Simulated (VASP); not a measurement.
# W (Pbcm) in VASP: further runs

Runs on W. Level: r2SCAN. Tasks: single point.

Program: VASP 6.6.1. These are calculated values, not measurements. Logs are shortened: lines on timing, memory, paths and dates and some standing lists are left out, and cuts for length are marked.

**1. The cell of the first run**

It takes space group Pbcm (No. 57, orthorhombic). The conventional cell has a = 2.810 Å, b = 4.864 Å, c = 4.924 Å, α = 90.00°, β = 90.00°, γ = 90.00°. W (site symmetry m) has 12 W at 2.70 to 3.06 Å within 3.6 Å.

**2. Single point, r2SCAN**

POSCAR

```
W
1.0
    2.8096620000      0.0000000000      0.0000000000
    0.0000000000      4.8638700000      0.0000000000
    0.0000000000      0.0000000000      4.9236950000
W
4
Direct
    0.7931720000      0.5631570000      0.2500000000
    0.2068280000      0.0631570000      0.2500000000
    0.2068280000      0.4368430000      0.7500000000
    0.7931720000      0.9368430000      0.7500000000
```

INCAR.step1

```
SYSTEM = W
  PREC = Accurate
  ENCUT = 550
  ISMEAR = 1
  SIGMA = 0.3
  LREAL = .FALSE.
  LASPH = .TRUE.
  NELM = 120
  NBANDS = 36
  GGA = PE
  ALGO = Normal
  EDIFF = 1E-5
  LWAVE = .TRUE.
  LCHARG = .FALSE.
  GGA_COMPAT = .FALSE.
```

INCAR.step2

```
SYSTEM = W
  PREC = Accurate
  ENCUT = 550
  EDIFF = 1E-6
  ISMEAR = 1
  SIGMA = 0.3
  LREAL = .FALSE.
  LASPH = .TRUE.
  NELM = 120
  ALGO = Normal
  ISIF = 2
  LWAVE = .FALSE.
  LCHARG = .FALSE.
  METAGGA = R2SCAN
  LMIXTAU = .TRUE.
  NBANDS = 36
  ISTART = 1
  GGA_COMPAT = .FALSE.
```

KPOINTS

```
regular mesh
0
G
  8 5 4
  0 0 0
```

Potentials or basis: VASP PAW PBE potentials, release 64 (W_sv).

On the command line:

```sh
> cat potpaw_PBE.64/W_sv/POTCAR > POTCAR
> cp INCAR.step1 INCAR
> mpirun -np 1 vasp_std > vasp.out
> cp INCAR.step2 INCAR
> mpirun -np 1 vasp_std > vasp.out
```

OUTCAR:

```text
SYSTEM = W
   PREC = Accurate
   ENCUT = 550
   EDIFF = 1E-6
   ISMEAR = 1
   LREAL = .FALSE.
   LASPH = .TRUE.
   NELM = 120
   ISIF = 2
   METAGGA = R2SCAN
   ISTART = 1

 ion  position               nearest neighbor table
   1  0.793  0.563  0.250-   2 2.70   2 2.70   3 2.79   3 2.79   2 2.94   2 2.94   3 3.03   3 3.03
                             4 3.06   4 3.06
   2  0.207  0.063  0.250-   1 2.70   1 2.70   4 2.79   4 2.79   1 2.94   1 2.94   4 3.03   4 3.03
                             3 3.06   3 3.06
   3  0.207  0.437  0.750-   4 2.70   4 2.70   1 2.79   1 2.79   4 2.94   4 2.94   1 3.03   1 3.03
                             2 3.06   2 3.06
   4  0.793  0.937  0.750-   3 2.70   3 2.70   2 2.79   2 2.79   3 2.94   3 2.94   2 3.03   2 3.03
                             1 3.06   1 3.06

  LATTYP: Found a simple orthorhombic cell.
 ALAT       =     2.8096620000
 B/A-ratio  =     1.7311228183
 C/A-ratio  =     1.7524154151

  Lattice vectors:

 A1 = (   2.8096620000,   0.0000000000,   0.0000000000)
 A2 = (   0.0000000000,   4.8638700000,   0.0000000000)
 A3 = (   0.0000000000,   0.0000000000,   4.9236950000)

Analysis of symmetry for initial positions (statically):
=====================================================================
 Subroutine PRICEL returns:
 Original cell was already a primitive cell.

 Routine SETGRP: Setting up the symmetry group for a
 simple orthorhombic supercell.

 Subroutine GETGRP returns: Found  8 space group operations
 (whereof  2 operations were pure point group operations)
 out of a pool of  8 trial point group operations.

The static configuration has the point symmetry S_2 .
 The point group associated with its full space group is D_2h.

Analysis of symmetry for dynamics (positions and initial velocities):
=====================================================================
 Subroutine PRICEL returns:
 Original cell was already a primitive cell.

 Routine SETGRP: Setting up the symmetry group for a
 simple orthorhombic supercell.

 Subroutine GETGRP returns: Found  8 space group operations
 (whereof  2 operations were pure point group operations)
 out of a pool of  8 trial point group operations.

The dynamic configuration has the point symmetry S_2 .
 The point group associated with its full space group is D_2h.

 Subroutine INISYM returns: Found  8 space group operations
 (whereof  2 operations are pure point group operations),
 and found     1 'primitive' translations

----------------------------------------------------------------------------------------

                                     Primitive cell

  volume of cell :      67.2864

  direct lattice vectors                    reciprocal lattice vectors
     2.809662000  0.000000000  0.000000000     0.355914697  0.000000000  0.000000000
     0.000000000  4.863870000  0.000000000     0.000000000  0.205597600  0.000000000
     0.000000000  0.000000000  4.923695000     0.000000000  0.000000000  0.203099501

  length of vectors
     2.809662000  4.863870000  4.923695000     0.355914697  0.205597600  0.203099501

  position of ions in fractional coordinates (direct lattice)
     0.793172000  0.563157000  0.250000000
     0.206828000  0.063157000  0.250000000
     0.206828000  0.436843000  0.750000000
     0.793172000  0.936843000  0.750000000

  ion indices of the primitive-cell ions
   primitive index   ion index
                 1           1
                 2           2
                 3           3
                 4           4

----------------------------------------------------------------------------------------

 KPOINTS: regular mesh

Automatic generation of k-mesh.
 Grid dimensions read from file:
 generate k-points for:    8    5    4

 Generating k-lattice:

  Cartesian coordinates                     Fractional coordinates (reciprocal lattice)
     0.044489337  0.000000000  0.000000000     0.125000000  0.000000000  0.000000000
     0.000000000  0.041119520  0.000000000     0.000000000  0.200000000  0.000000000
     0.000000000  0.000000000  0.050774875     0.000000000  0.000000000  0.250000000

  Length of vectors
     0.044489337  0.041119520  0.050774875

  Shift w.r.t. Gamma in fractional coordinates (k-lattice)
     0.000000000  0.000000000  0.000000000

 Subroutine IBZKPT returns following result:
 ===========================================

 Found     45 irreducible k-points:

 Following reciprocal coordinates:
            Coordinates               Weight
  0.000000  0.000000  0.000000      1.000000
  0.125000  0.000000  0.000000      2.000000
  0.250000  0.000000  0.000000      2.000000
  0.375000  0.000000  0.000000      2.000000
  0.500000  0.000000  0.000000      1.000000
  0.000000  0.200000  0.000000      2.000000
[... 16 lines left out ...]
  0.250000  0.200000  0.250000      8.000000
  0.375000  0.200000  0.250000      8.000000
 [... further k-points ...]
   k-points           NKPTS =     45   k-points in BZ     NKDIM =     45   number of bands    NBANDS=     36
   number of dos      NEDOS =    301   number of ions     NIONS =      4
   total plane-waves  NPLWV =  38400
   dimension x,y,z NGX =    24 NGY =   40 NGZ =   40
   dimension x,y,z NGXF=    48 NGYF=   80 NGZF=   80
   ions per type =               4
   NGX,Y,Z   is equivalent  to a cutoff of  14.20, 13.67, 13.51 a.u.
   NGXF,Y,Z  is equivalent  to a cutoff of  28.40, 27.34, 27.01 a.u.
 SYSTEM =  W
   PREC   = accura    normal or accurate (medium, high low for compatibility)
   ISTART =      1    job   : 0-new  1-cont  2-samecut
   ICHARG =      0    charge: 1-file 2-atom 10-const
   ISPIN  =      1    spin polarized calculation?
   LNONCOLLINEAR =      F non collinear calculations
   LSORBIT =      F    spin-orbit coupling
   LASPH  =      T    aspherical Exc in radial PAW
   ENCUT  =  550.0 eV  40.42 Ry    6.36 a.u.   5.37  9.30  9.42*2*pi/ulx,y,z
   NELM   =    120;   NELMIN=  2; NELMDL=  0     # of ELM steps
   EDIFF  = 0.1E-05   stopping-criterion for ELM
   LREAL  =      F    real-space projection
[... 7 lines left out ...]
   TEBEG  =    0.0;   TEEND  =   0.0 temperature during run
   PSTRESS=    0.0 pullay stress
   NELECT =      56.0000    total number of electrons
   NUPDOWN=      -1.0000    fix difference up-down
   EMIN   =  10.00;   EMAX   =-10.00  energy-range for DOS
   EFERMI =   0.00;   METHOD = LEGACY
   ISMEAR =     1;   SIGMA  =   0.30  broadening in eV -4-tet -1-fermi 0-gaus
   EFERMI_NEDOS =   21; number of points for ismear=-14 and -15
   IALGO  =     38    algorithm
   IMIX   =      4    mixing-type and parameters
     AMIX     =   0.40;   BMIX     =  1.00
     AMIX_MAG =   1.60;   BMIX_MAG =  1.00
  volume/ion in A,a.u.               =      16.82       113.52
  Fermi-wavevector in a.u.,A,eV,Ry     =   1.539909  2.910006 32.263772  2.371320
  Thomas-Fermi vector in A             =   2.646071
   LORBIT       =      0    0 simple, 1 ext, 2 COOP (PROOUT), +10 PAW based schemes
   METAGGA = R2SCAN    functional components
   LHFCALC =     F    Hartree Fock is set to
   AEXX    =    0.0000 exact exchange contribution
   IVDW    =     0    specifies the selected vdW correction
   LEPSILON=     F    determine dielectric tensor
   LRPA    =     F    only Hartree local field effects (RPA)
 non-spin polarized calculation
 Methfessel and Paxton  Order N= 1 SIGMA  =   0.30
  energy-cutoff  :      550.00
  volume of cell :       67.29
 maximum number of plane-waves:      1998
 NGX is ok and might be reduce to    24
   NGX = 11   NGY = 19   NGZ = 19

 number of electron      56.0000012 magnetization

 Free energy of the ion-electron system (eV)
  ---------------------------------------------------
  ext. energy  EPLUGINS =         0.00000000
  ---------------------------------------------------
  free energy    TOTEN  =      -203.13390608 eV

  energy without entropy =     -203.13109512  energy(sigma->0) =     -203.13296909

 E-fermi :  10.1554     XC(G=0): -14.5366

 val. band max:       10.1413769650   @ k =   0.1250   0.2000   0.0000
 cond. band min:      10.1583387466   @ k =   0.1250   0.0000   0.2500
 fundamental gap:      0.0169617816
 Fermi energy:        10.1553898125

 k-point     1 :       0.0000    0.0000    0.0000
  band No.  band energies     occupation
      1     -65.6262      2.00000
      2     -65.5393      2.00000
      3     -65.5023      2.00000
      4     -65.4478      2.00000
      5     -29.7829      2.00000
      6     -29.7211      2.00000
[... 28 lines left out ...]
     35      14.5234     -0.00000
     36      14.9022     -0.00000

 k-point     2 :       0.1250    0.0000    0.0000
  band No.  band energies     occupation
      1     -65.6141      2.00000
      2     -65.5313      2.00000
      3     -65.4963      2.00000
      4     -65.4458      2.00000
      5     -29.7372      2.00000
      6     -29.6806      2.00000
[... 28 lines left out ...]
     35      13.9305     -0.00000
     36      14.3735     -0.00000

 k-point     3 :       0.2500    0.0000    0.0000
  band No.  band energies     occupation
      1     -65.5833      2.00000
      2     -65.5115      2.00000
      3     -65.4820      2.00000
      4     -65.4425      2.00000
      5     -29.6158      2.00000
      6     -29.5723      2.00000
[... 28 lines left out ...]
     35      13.5445     -0.00000
     36      14.2285     -0.00000
[... 742 lines left out ...]
 k-point    23 :       0.2500    0.2000    0.2500
  band No.  band energies     occupation
      1     -65.5639      2.00000
      2     -65.5148      2.00000
      3     -65.4859      2.00000
      4     -65.4550      2.00000
      5     -29.5819      2.00000
      6     -29.5241      2.00000
[... 28 lines left out ...]
     35      12.9108     -0.00000
     36      14.3634     -0.00000

 k-point    24 :       0.3750    0.2000    0.2500
  band No.  band energies     occupation
      1     -65.5334      2.00000
      2     -65.4942      2.00000
      3     -65.4724      2.00000
      4     -65.4511      2.00000
      5     -29.5999      2.00000
      6     -29.5517      2.00000
[... 28 lines left out ...]
     35      14.2129     -0.00000
     36      14.6391     -0.00000

 [... further k-points ...]

------------------------ aborting loop because EDIFF is reached ----------------------------------------

  FORCE on cell =-STRESS in cart. coord.  units (eV):
  Direction    XX          YY          ZZ          XY          YZ          ZX
  --------------------------------------------------------------------------------------
  -------------------------------------------------------------------------------------
  Total       -3.4882312     -2.3857668     -1.5751591      0.0000000      0.0000000      0.0000000
  in kB      -83.0593756    -56.8082469    -37.5066120      0.0000000      0.0000000      0.0000000
  external PRESSURE =     -59.1247448 kB  Pullay stress =       0.0000000 kB

 VOLUME and BASIS-vectors are now :
 -----------------------------------------------------------------------------
  energy-cutoff  :      550.00
  volume of cell :       67.29
      direct lattice vectors                 reciprocal lattice vectors
     2.809662000  0.000000000  0.000000000     0.355914697  0.000000000  0.000000000
     0.000000000  4.863870000  0.000000000     0.000000000  0.205597600  0.000000000
     0.000000000  0.000000000  4.923695000     0.000000000  0.000000000  0.203099501

 POSITION                                       TOTAL-FORCE (eV/Angst)
 -----------------------------------------------------------------------------------
      2.22855      2.73912      1.23092         0.109814     -0.157649     -0.000000
      0.58112      0.30719      1.23092        -0.109814     -0.157649      0.000000
      0.58112      2.12475      3.69277        -0.109814      0.157649      0.000000
      2.22855      4.55668      3.69277         0.109814      0.157649      0.000000
 -----------------------------------------------------------------------------------
    total drift:                                0.000000     -0.000000     -0.000000

  FREE ENERGIE OF THE ION-ELECTRON SYSTEM (eV)
  ---------------------------------------------------
  free  energy   TOTEN  =      -203.1339060774 eV

  energy  without entropy=     -203.1310951213  energy(sigma->0) =     -203.13296909
```

It took 2.3 min on 1 thread of Intel Xeon 6975P-C (Granite Rapids), shared host; peak memory 0.25 GiB.

Results:

```
Free energy            : -203.1339 eV
Pressure               : -5.9 GPa
Largest force          : 0.192 eV/Å
Band gap on the k mesh : zero (bands 28 and 29 overlap by 1.00 eV)
```

Forces in eV/Å, atoms in the order of the input:
```
W    0.110 -0.158  0.000
W   -0.110 -0.158  0.000
W   -0.110  0.158  0.000
W    0.110  0.158  0.000
```

Stress tensor (GPa, compression positive):
```
-8.31  0.00  0.00
 0.00 -5.68  0.00
 0.00  0.00 -3.75
```

Caveat: the cell stands under tension; the PAW data sets were made with another functional, which shifts forces and pressure a little; spin-orbit coupling is left out, which moves the levels of the heavy elements.

(Continued in part 2 of 2.)
